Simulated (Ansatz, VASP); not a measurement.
In2O3: VASP beside Ansatz

INCAR

```
  ALGO = Normal
  EDIFF = 1E-6
  ENCUT = 520
  GGA = PE
  ISIF = 2
  ISMEAR = 0
  LASPH = T
  LCHARG = F
  LREAL = Auto
  LWAVE = F
  NBANDS = 202
  NELM = 80
  PREC = Accurate
  SIGMA = 0.05
```

KPOINTS

```
k-points
0
Gamma
  3 3 3
```

Contents of POSCAR:

```
In2O3
1.0
   -5.4870000000     -3.1679210000      4.8366670000
    5.4870000000     -3.1679210000      4.8366670000
    0.0000000000      6.3358420000      4.8366670000
In O
16 24
Direct
    0.3573100000      0.3573100000      0.3573100000
    0.8573100000      0.8573100000      0.3573100000
    0.8573100000      0.3573100000      0.8573100000
    0.3573100000      0.8573100000      0.8573100000
    0.1426900000      0.1426900000      0.1426900000
    0.6426900000      0.6426900000      0.1426900000
    0.6426900000      0.1426900000      0.6426900000
    0.1426900000      0.6426900000      0.6426900000
    0.6426900000      0.6426900000      0.6426900000
    0.1426900000      0.1426900000      0.6426900000
    0.1426900000      0.6426900000      0.1426900000
    0.6426900000      0.1426900000      0.1426900000
    0.8573100000      0.8573100000      0.8573100000
    0.3573100000      0.3573100000      0.8573100000
    0.3573100000      0.8573100000      0.3573100000
    0.8573100000      0.3573100000      0.3573100000
    0.6010000000      0.3990000000      0.7500000000
    0.1010000000      0.8990000000      0.7500000000
    0.1010000000      0.3990000000      0.2500000000
    0.6010000000      0.8990000000      0.2500000000
    0.7500000000      0.6010000000      0.3990000000
    0.2500000000      0.1010000000      0.3990000000
    0.2500000000      0.6010000000      0.8990000000
    0.7500000000      0.1010000000      0.8990000000
    0.3990000000      0.7500000000      0.6010000000
    0.8990000000      0.2500000000      0.6010000000
    0.8990000000      0.7500000000      0.1010000000
    0.3990000000      0.2500000000      0.1010000000
    0.3990000000      0.6010000000      0.2500000000
    0.8990000000      0.1010000000      0.2500000000
    0.8990000000      0.6010000000      0.7500000000
    0.3990000000      0.1010000000      0.7500000000
    0.2500000000      0.3990000000      0.6010000000
    0.7500000000      0.8990000000      0.6010000000
    0.7500000000      0.3990000000      0.1010000000
    0.2500000000      0.8990000000      0.1010000000
    0.6010000000      0.2500000000      0.3990000000
    0.1010000000      0.7500000000      0.3990000000
    0.1010000000      0.2500000000      0.8990000000
    0.6010000000      0.7500000000      0.8990000000
```

Input for Ansatz:

```yaml
crystal:
  lattice:
    - [-5.487, -3.167921, 4.836667]
    - [5.487, -3.167921, 4.836667]
    - [0.0, 6.335842, 4.836667]
  atoms:
    - { symbol: In, position: [0.35731, 0.35731, 0.35731] }
    - { symbol: In, position: [0.85731, 0.85731, 0.35731] }
    - { symbol: In, position: [0.85731, 0.35731, 0.85731] }
    - { symbol: In, position: [0.35731, 0.85731, 0.85731] }
    - { symbol: In, position: [0.14269, 0.14269, 0.14269] }
    - { symbol: In, position: [0.64269, 0.64269, 0.14269] }
    - { symbol: In, position: [0.64269, 0.14269, 0.64269] }
    - { symbol: In, position: [0.14269, 0.64269, 0.64269] }
    - { symbol: In, position: [0.64269, 0.64269, 0.64269] }
    - { symbol: In, position: [0.14269, 0.14269, 0.64269] }
    - { symbol: In, position: [0.14269, 0.64269, 0.14269] }
    - { symbol: In, position: [0.64269, 0.14269, 0.14269] }
    - { symbol: In, position: [0.85731, 0.85731, 0.85731] }
    - { symbol: In, position: [0.35731, 0.35731, 0.85731] }
    - { symbol: In, position: [0.35731, 0.85731, 0.35731] }
    - { symbol: In, position: [0.85731, 0.35731, 0.35731] }
    - { symbol: O, position: [0.601, 0.399, 0.75] }
    - { symbol: O, position: [0.101, 0.899, 0.75] }
    - { symbol: O, position: [0.101, 0.399, 0.25] }
    - { symbol: O, position: [0.601, 0.899, 0.25] }
    - { symbol: O, position: [0.75, 0.601, 0.399] }
    - { symbol: O, position: [0.25, 0.101, 0.399] }
    - { symbol: O, position: [0.25, 0.601, 0.899] }
    - { symbol: O, position: [0.75, 0.101, 0.899] }
    - { symbol: O, position: [0.399, 0.75, 0.601] }
    - { symbol: O, position: [0.899, 0.25, 0.601] }
    - { symbol: O, position: [0.899, 0.75, 0.101] }
    - { symbol: O, position: [0.399, 0.25, 0.101] }
    - { symbol: O, position: [0.399, 0.601, 0.25] }
    - { symbol: O, position: [0.899, 0.101, 0.25] }
    - { symbol: O, position: [0.899, 0.601, 0.75] }
    - { symbol: O, position: [0.399, 0.101, 0.75] }
    - { symbol: O, position: [0.25, 0.399, 0.601] }
    - { symbol: O, position: [0.75, 0.899, 0.601] }
    - { symbol: O, position: [0.75, 0.399, 0.101] }
    - { symbol: O, position: [0.25, 0.899, 0.101] }
    - { symbol: O, position: [0.601, 0.25, 0.399] }
    - { symbol: O, position: [0.101, 0.75, 0.399] }
    - { symbol: O, position: [0.101, 0.25, 0.899] }
    - { symbol: O, position: [0.601, 0.75, 0.899] }
basis:
  ecutwfc: 420
  fft_grid_basis: typed
kpoints:
  mp_grid: { grid: [3, 3, 3] }
hamiltonian:
  xc: pbe
  pseudopotentials: { kind: paw }
scf:
  occupations: { method: gaussian, width: 0.05 }
output:
  forces: true
  stress: false
  eigenvalues: true
  bader: false
  write_density: true
  volumetric_format: npy
```

Alike in both runs: task single point; functional PBE; k mesh 3 × 3 × 3; occupations gaussian, width 0.05 eV; no spin polarisation.

|  | VASP | Ansatz |
| --- | --- | --- |
| version | VASP 6.6.1 | Ansatz 0.2.0 |
| potentials or method | VASP PAW PBE potentials, release 64 (In_d, O), cutoff 520 eV | scalar-relativistic, plane waves, PAW |
| valence electrons in the cell | 352 | 352 |

|  | VASP | Ansatz | Ansatz less VASP |
| --- | --- | --- | --- |
| gap on the k mesh at the Fermi level (eV) | 1.30 | 1.30 | +0.007 |
| rms of the force components (eV/Å) | 0.063 | 0.057 | -0.0060 |

Atom by atom the forces differ by 0.006 eV/Å (rms over components).
